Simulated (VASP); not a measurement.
# Ge (Fd-3m) in VASP: further runs

Ge is run at these levels: PBE; tasks: single point.

All numbers are computed with VASP 6.6.1; they aren't measurements. Logs are shortened: lines on timing, memory, paths and dates and some standing lists are left out, and cuts for length are marked.

## (1) The cell of the first run

It takes space group Fd-3m (No. 227, cubic). The conventional cell has a = 4.524 Å, b = 4.524 Å, c = 4.524 Å, α = 90.00°, β = 90.00°, γ = 90.00°. Ge (site symmetry -43m) has 4 Ge at 1.96 Å within 2.6 Å.

## (2) Single point, PBE

Contents of INCAR:

```
SYSTEM = Ge
  ALGO = Normal
  EDIFF = 1E-6
  ENCUT = 520
  GGA = PE
  ISIF = 2
  ISMEAR = -1
  LASPH = .True.
  LCHARG = .True.
  LELF = .True.
  LREAL = .False.
  LVHAR = .True.
  LWAVE = .False.
  NBANDS = 21
  NELM = 80
  PREC = Accurate
  SIGMA = 0.05
```

Contents of KPOINTS:

```
k-points
0
Gamma
  15 15 15
  0 0 0
```

Contents of POSCAR:

```
Ge
1.0
    0.0000000000      2.2620015262      2.2620015262
    2.2620015262      0.0000000000      2.2620015262
    2.2620015262      2.2620015262      0.0000000000
Ge
2
Direct
   -0.1250000000     -0.1250000000     -0.1250000000
    0.1250000000      0.1250000000      0.1250000000
```

Potentials or basis: VASP PAW PBE potentials, release 64 (Ge_d).

Command:

```sh
$ cat potpaw_PBE.64/Ge_d/POTCAR > POTCAR
$ mpirun -np 1 vasp_std > vasp.out
```

OUTCAR:

```text
SYSTEM = Ge
   EDIFF = 1E-6
   ENCUT = 520
   GGA = PE
   ISIF = 2
   ISMEAR = -1
   LASPH = .True.
   LREAL = .False.
   NELM = 80
   PREC = Accurate

 ion  position               nearest neighbor table
   1  0.875  0.875  0.875-   2 1.96   2 1.96   2 1.96   2 1.96
   2  0.125  0.125  0.125-   1 1.96   1 1.96   1 1.96   1 1.96

  LATTYP: Found a face centered cubic cell.
 ALAT       =     4.5240030524

  Lattice vectors:

 A1 = (   0.0000000000,   2.2620015262,   2.2620015262)
 A2 = (   2.2620015262,   0.0000000000,   2.2620015262)
 A3 = (   2.2620015262,   2.2620015262,   0.0000000000)

Analysis of symmetry for initial positions (statically):
=====================================================================
 Subroutine PRICEL returns:
 Original cell was already a primitive cell.

 Routine SETGRP: Setting up the symmetry group for a
 face centered cubic supercell.

 Subroutine GETGRP returns: Found 48 space group operations
 (whereof 12 operations were pure point group operations)
 out of a pool of 48 trial point group operations.

The static configuration has the point symmetry D_3d.
 The point group associated with its full space group is O_h .

Analysis of symmetry for dynamics (positions and initial velocities):
=====================================================================
 Subroutine PRICEL returns:
 Original cell was already a primitive cell.

 Routine SETGRP: Setting up the symmetry group for a
 face centered cubic supercell.

 Subroutine GETGRP returns: Found 48 space group operations
 (whereof 12 operations were pure point group operations)
 out of a pool of 48 trial point group operations.

The dynamic configuration has the point symmetry D_3d.
 The point group associated with its full space group is O_h .

 Subroutine INISYM returns: Found 48 space group operations
 (whereof 12 operations are pure point group operations),
 and found     1 'primitive' translations

----------------------------------------------------------------------------------------

                                     Primitive cell

  volume of cell :      23.1477

  direct lattice vectors                    reciprocal lattice vectors
     0.000000000  2.262001526  2.262001526    -0.221043175  0.221043175  0.221043175
     2.262001526  0.000000000  2.262001526     0.221043175 -0.221043175  0.221043175
     2.262001526  2.262001526  0.000000000     0.221043175  0.221043175 -0.221043175

  length of vectors
     3.198953236  3.198953236  3.198953236     0.382858010  0.382858010  0.382858010

  position of ions in fractional coordinates (direct lattice)
     0.875000000  0.875000000  0.875000000
     0.125000000  0.125000000  0.125000000

  ion indices of the primitive-cell ions
   primitive index   ion index
                 1           1
                 2           2

----------------------------------------------------------------------------------------

 KPOINTS: k-points

Automatic generation of k-mesh.
 Grid dimensions read from file:
 generate k-points for:   15   15   15

 Generating k-lattice:

  Cartesian coordinates                     Fractional coordinates (reciprocal lattice)
    -0.014736212  0.014736212  0.014736212     0.066666667  0.000000000  0.000000000
     0.014736212 -0.014736212  0.014736212     0.000000000  0.066666667  0.000000000
     0.014736212  0.014736212 -0.014736212     0.000000000  0.000000000  0.066666667

  Length of vectors
     0.025523867  0.025523867  0.025523867

  Shift w.r.t. Gamma in fractional coordinates (k-lattice)
     0.000000000  0.000000000  0.000000000

 Subroutine IBZKPT returns following result:
 ===========================================

 Found    120 irreducible k-points:

 Following reciprocal coordinates:
            Coordinates               Weight
  0.000000  0.000000  0.000000      1.000000
  0.066667  0.000000  0.000000      8.000000
  0.133333  0.000000  0.000000      8.000000
  0.200000  0.000000  0.000000      8.000000
  0.266667  0.000000  0.000000      8.000000
  0.333333  0.000000  0.000000      8.000000
[... 16 lines left out ...]
  0.133333  0.133333  0.000000      6.000000
  0.200000  0.133333  0.000000     24.000000
 [... further k-points ...]
   k-points           NKPTS =    120   k-points in BZ     NKDIM =    120   number of bands    NBANDS=     21
   number of dos      NEDOS =    301   number of ions     NIONS =      2
   total plane-waves  NPLWV =  13824
   dimension x,y,z NGX =    24 NGY =   24 NGZ =   24
   dimension x,y,z NGXF=    48 NGYF=   48 NGZF=   48
   ions per type =               2
   NGX,Y,Z   is equivalent  to a cutoff of  12.47, 12.47, 12.47 a.u.
   NGXF,Y,Z  is equivalent  to a cutoff of  24.95, 24.95, 24.95 a.u.
 SYSTEM =  Ge
   PREC   = accura    normal or accurate (medium, high low for compatibility)
   ISTART =      0    job   : 0-new  1-cont  2-samecut
   ICHARG =      2    charge: 1-file 2-atom 10-const
   ISPIN  =      1    spin polarized calculation?
   LNONCOLLINEAR =      F non collinear calculations
   LSORBIT =      F    spin-orbit coupling
   LASPH  =      T    aspherical Exc in radial PAW
   ENCUT  =  520.0 eV  38.22 Ry    6.18 a.u.   5.95  5.95  5.95*2*pi/ulx,y,z
   NELM   =     80;   NELMIN=  2; NELMDL= -5     # of ELM steps
   EDIFF  = 0.1E-05   stopping-criterion for ELM
   LREAL  =      F    real-space projection
   EDIFFG = 0.1E-04   stopping-criterion for IOM
   NSW    =      0    number of steps for IOM
   IBRION =     -1    ionic relax: 0-MD 1-quasi-New 2-CG
   NFREE  =      0    steps in history (QN), initial steepest desc. (CG)
   ISIF   =      2    stress and relaxation
   ISYM   =      2    0-nonsym 1-usesym 2-fastsym
   POTIM  = 0.5000    time-step for ionic-motion
   TEBEG  =    0.0;   TEEND  =   0.0 temperature during run
   PSTRESS=    0.0 pullay stress
   NELECT =      28.0000    total number of electrons
   NUPDOWN=      -1.0000    fix difference up-down
   EMIN   =  10.00;   EMAX   =-10.00  energy-range for DOS
   EFERMI =   0.00;   METHOD = LEGACY
   ISMEAR =    -1;   SIGMA  =   0.05  broadening in eV -4-tet -1-fermi 0-gaus
   EFERMI_NEDOS =   21; number of points for ismear=-14 and -15
   IALGO  =     38    algorithm
   IMIX   =      4    mixing-type and parameters
     AMIX     =   0.40;   BMIX     =  1.00
     AMIX_MAG =   1.60;   BMIX_MAG =  1.00
  volume/ion in A,a.u.               =      11.57        78.10
  Fermi-wavevector in a.u.,A,eV,Ry     =   1.744314  3.296275 41.397503  3.042631
  Thomas-Fermi vector in A             =   2.816218
   LORBIT       =      0    0 simple, 1 ext, 2 COOP (PROOUT), +10 PAW based schemes
   GGA     = PE    functional components
[... 5 lines left out ...]
 non-spin polarized calculation
  energy-cutoff  :      520.00
  volume of cell :       23.15
 maximum number of plane-waves:       635
   NGX = 11   NGY = 11   NGZ = 11

 number of electron      28.0000023 magnetization

 Free energy of the ion-electron system (eV)
  ---------------------------------------------------
  ext. energy  EPLUGINS =         0.00000000
  ---------------------------------------------------
  free energy    TOTEN  =        -0.10947836 eV

  energy without entropy =       -0.10725193  energy(sigma->0) =       -0.10836515

 E-fermi :  13.8324     XC(G=0): -13.5867

 val. band max:       13.8193989322   @ k =   0.1333   0.0667   0.0000
 cond. band min:      13.8929262611   @ k =   0.4000   0.3333   0.0000
 fundamental gap:      0.0735273290
 Fermi energy:        13.8324149103

 k-point     1 :       0.0000    0.0000    0.0000
  band No.  band energies     occupation
      1     -13.2427      2.00000
      2     -13.2427      2.00000
      3     -13.2427      2.00000
      4     -13.1364      2.00000
      5     -13.1364      2.00000
      6     -12.1402      2.00000
[... 13 lines left out ...]
     20      26.0041      0.00000
     21      26.0041      0.00000

 k-point     2 :       0.0667    0.0000    0.0000
  band No.  band energies     occupation
      1     -13.2638      2.00000
      2     -13.2638      2.00000
      3     -13.2398      2.00000
      4     -13.1085      2.00000
      5     -13.1085      2.00000
      6     -12.1473      2.00000
[... 13 lines left out ...]
     20      24.6781      0.00000
     21      24.6781      0.00000

 k-point     3 :       0.1333    0.0000    0.0000
  band No.  band energies     occupation
      1     -13.2972      2.00000
      2     -13.2972      2.00000
      3     -13.2318      2.00000
      4     -13.0571      2.00000
      5     -13.0571      2.00000
      6     -12.1642      2.00000
[... 13 lines left out ...]
     20      23.6579      0.00000
     21      23.9487      0.00000

 k-point     4 :       0.2000    0.0000    0.0000
  band No.  band energies     occupation
      1     -13.3226      2.00000
      2     -13.3226      2.00000
      3     -13.2203      2.00000
      4     -13.0080      2.00000
      5     -13.0080      2.00000
      6     -12.1875      2.00000
[... 13 lines left out ...]
     20      23.3240      0.00000
     21      24.7680      0.00000

 k-point     5 :       0.2667    0.0000    0.0000
  band No.  band energies     occupation
      1     -13.3363      2.00000
      2     -13.3363      2.00000
      3     -13.2076      2.00000
      4     -12.9720      2.00000
      5     -12.9720      2.00000
      6     -12.2165      2.00000
[... 13 lines left out ...]
     20      23.9168      0.00000
     21      26.0190      0.00000
[... 382 lines left out ...]
     20      24.6947      0.00000
     21      25.3143      0.00000

 k-point    22 :      -0.0667    0.0667    0.0000
  band No.  band energies     occupation
      1     -13.3009      2.00000
      2     -13.2543      2.00000
      3     -13.2520      2.00000
      4     -13.0913      2.00000
      5     -13.0598      2.00000
      6     -12.1794      2.00000
[... 13 lines left out ...]
     20      23.6524      0.00000
     21      24.8157      0.00000

 k-point    23 :       0.1333    0.1333    0.0000
  band No.  band energies     occupation
      1     -13.3269      2.00000
      2     -13.2630      2.00000
      3     -13.2630      2.00000
      4     -13.0792      2.00000
      5     -12.9773      2.00000
      6     -12.3095      2.00000
[... 13 lines left out ...]
     20      24.6544      0.00000
     21      26.4101      0.00000

 k-point    24 :       0.2000    0.1333    0.0000
  band No.  band energies     occupation
      1     -13.3502      2.00000
      2     -13.2785      2.00000
      3     -13.2615      2.00000
      4     -13.0412      2.00000
      5     -12.9201      2.00000
      6     -12.3723      2.00000
[... 13 lines left out ...]
     20      25.7026      0.00000
     21      25.8198      0.00000

 [... further k-points ...]
[... 5 lines left out ...]
  --------------------------------------------------------------------------------------
  -------------------------------------------------------------------------------------
  Total       32.5775509     32.5775509     32.5775509      0.0000000      0.0000000      0.0000000
  in kB     2254.8639204   2254.8639204   2254.8639204      0.0000000      0.0000000      0.0000000
  external PRESSURE =    2254.8639204 kB  Pullay stress =       0.0000000 kB

 VOLUME and BASIS-vectors are now :
 -----------------------------------------------------------------------------
  energy-cutoff  :      520.00
  volume of cell :       23.15
      direct lattice vectors                 reciprocal lattice vectors
     0.000000000  2.262001526  2.262001526    -0.221043175  0.221043175  0.221043175
     2.262001526  0.000000000  2.262001526     0.221043175 -0.221043175  0.221043175
     2.262001526  2.262001526  0.000000000     0.221043175  0.221043175 -0.221043175

 POSITION                                       TOTAL-FORCE (eV/Angst)
 -----------------------------------------------------------------------------------
      3.95850      3.95850      3.95850        -0.000000      0.000000     -0.000000
      0.56550      0.56550      0.56550         0.000000     -0.000000      0.000000
 -----------------------------------------------------------------------------------
    total drift:                                0.000000      0.000000      0.000000

  FREE ENERGIE OF THE ION-ELECTRON SYSTEM (eV)
  ---------------------------------------------------
  free  energy   TOTEN  =        -0.1094783609 eV

  energy  without entropy=       -0.1072519343  energy(sigma->0) =       -0.10836515
```

Run time: 28 s. Hardware: 1 thread of Intel Xeon 6975P-C, shared host; peak memory 0.17 GiB.

Results:

```
Free energy            : -0.1095 eV
Pressure               : 225.5 GPa
Band gap on the k mesh : zero (band 14 reaches 14.67 eV, above the bottom of band 15 at 13.48 eV)
```

## (3) Single point, PBE

Contents of INCAR:

```
SYSTEM = Ge
PREC     = Accurate       ! precision mode
ENCUT    = 520            ! plane-wave cutoff, eV
EDIFF    = 1E-6           ! SCF threshold, eV
ISMEAR   = -1             ! smearing method
SIGMA    = 0.05           ! smearing width, eV
LREAL    = .FALSE.        ! projectors in reciprocal space
LASPH    = .TRUE.         ! aspherical terms in the spheres
NELM     = 80             ! most SCF steps
ALGO     = Normal         ! electronic algorithm
ISIF     = 2              ! what is computed and relaxed
LWAVE    = .FALSE.        ! write WAVECAR
LCHARG   = .TRUE.         ! write CHGCAR
GGA      = PE             ! functional
LELF     = .TRUE.         ! ELF
LVHAR    = .TRUE.       
NBANDS   = 21             ! bands
```

Contents of KPOINTS:

```
regular mesh
0
G
  15 15 15
  0 0 0
```

Contents of POSCAR:

```
Ge
1.0
    0.0000000000      2.2613458947      2.2613458947
    2.2613458947      0.0000000000      2.2613458947
    2.2613458947      2.2613458947      0.0000000000
Ge
2
Direct
   -0.1250000000     -0.1250000000     -0.1250000000
    0.1250000000      0.1250000000      0.1250000000
```

Potentials or basis: VASP PAW PBE potentials, release 64 (Ge_d).

Command:

```sh
$ cat potpaw_PBE.64/Ge_d/POTCAR > POTCAR
$ mpirun -np 1 vasp_std > vasp.out
```

It took 29 s on 1 thread of Intel Xeon 6975P-C, shared host; peak memory 0.17 GiB.

Results (log left out):

| Item | Value |
| --- | --- |
| Free energy | -0.0811 eV |
| Pressure | 226.2 GPa |
| Band gap on the k mesh | zero (band 14 reaches 14.69 eV, above the bottom of band 15 at 13.49 eV) |

Levels at points of the mesh, in eV from the Fermi level:
```csv
k point,band 10,band 11,band 12,band 13,band 14,band 15,band 16,band 17,band 18,band 19
"(0.00, 0.00, 0.00)",-25.73,-19.53,0.84,0.84,0.84,3.06,3.06,3.06,7.67,8.56
```
